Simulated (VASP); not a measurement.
Set up this calculation in VASP 6.6.1, as the native input.

- Task: single point
- Functional: PBE
- Dispersion: D3(BJ)
- Potentials or basis: VASP PAW PBE potentials, release 64 (Se, W_sv)
- Cutoff: 520 eV
- k mesh: 9 × 9 × 1
- Occupations: gaussian, width 0.02 eV
- Spin: no spin polarisation
- Dipole correction: yes
- Further INCAR settings: ALGO = Normal; EDIFF = 1e-07; NBANDS = 20

The structure of WSe2 lies in POSCAR:

```
WSe2
1.0
    3.2850000000      0.0000000000      0.0000000000
   -1.6425000000      2.8448934514      0.0000000000
    0.0000000000      0.0000000000     32.7373831004
Se W
2 1
Direct
    0.3333333333      0.6666666667      0.4503167374
    0.3333333333      0.6666666667      0.5496832626
    0.6666666667      0.3333333333      0.5000000000
```

The input as run:

INCAR

```
ALGO = Normal
DIPOL = 0.5 0.5 0.500
EDIFF = 1E-7
ENCUT = 520
GGA = PE
IDIPOL = 3
ISIF = 2
ISMEAR = 0
IVDW = 12
LASPH = T
LCHARG = F
LDIPOL = T
LREAL = F
LWAVE = F
NBANDS = 20
NELM = 60
PREC = Accurate
SIGMA = 0.02
```

KPOINTS

```
k-points
0
Gamma
  9 9 1
```

Potentials or basis: VASP PAW PBE potentials, release 64 (Se, W_sv).

The run is started by

```sh
$ cat potpaw_PBE.64/Se/POTCAR potpaw_PBE.64/W_sv/POTCAR > POTCAR
$ mpirun -np 1 vasp_std > vasp.out
```

It gave:

The largest force is 1.151 eV/Å. The band gap on the k mesh is 1.54 eV and the dispersion energy per atom is -0.342 eV.

Caveat: spin-orbit coupling is left out, which moves the levels of the heavy elements.

It took 3.9 min on 1 thread of Intel Xeon 8259CL (shared host), peak memory 0.43 GiB.
